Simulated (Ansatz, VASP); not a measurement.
## Two plane-wave programs on SiC

```
Si C
1.0
     3.07756    0.00000    0.00000
    -1.53878    2.66524    0.00000
     0.00000    0.00000    9.77442
Si C
4 4
Direct
  0.00000 0.00000 0.99888
  0.33333 0.66667 0.24913
  0.00000 0.00000 0.49888
  0.66667 0.33333 0.74913
  0.00000 0.00000 0.18811
  0.33333 0.66667 0.43889
  0.00000 0.00000 0.68811
  0.66667 0.33333 0.93889
```

Change from the starting cell: uniaxial_z strain -3.0%.

Alike in both runs: task single point; functional HSE06; k mesh 6 × 6 × 2; no spin polarisation.

|  | VASP | Ansatz |
| --- | --- | --- |
| version | VASP 6.6.1 | Ansatz 0.2.0 |
| potentials or method | VASP PAW PBE potentials, release 64 (Si, C) | plane waves, PAW |
| plane-wave cutoff (eV) | 520 | 420 |
| occupations | gaussian, width 0.01 eV | fixed |
| valence electrons in the cell | 32 | 32 |

```tsv
	VASP	Ansatz	Ansatz less VASP
gap on the k mesh at the Fermi level (eV)	3.01	3.01	0.000
pressure (GPa)	5.8	6.2	+0.42
traceless stress, the component that is largest in VASP (GPa)	10.71	10.64	-0.074
rms of the force components (eV/Å)	0.011	0.014	+0.0025
```

Atom by atom the forces differ by 0.003 eV/Å (rms over components). Ansatz's warnings: stress exchange threshold loose, stress scf threshold loose.
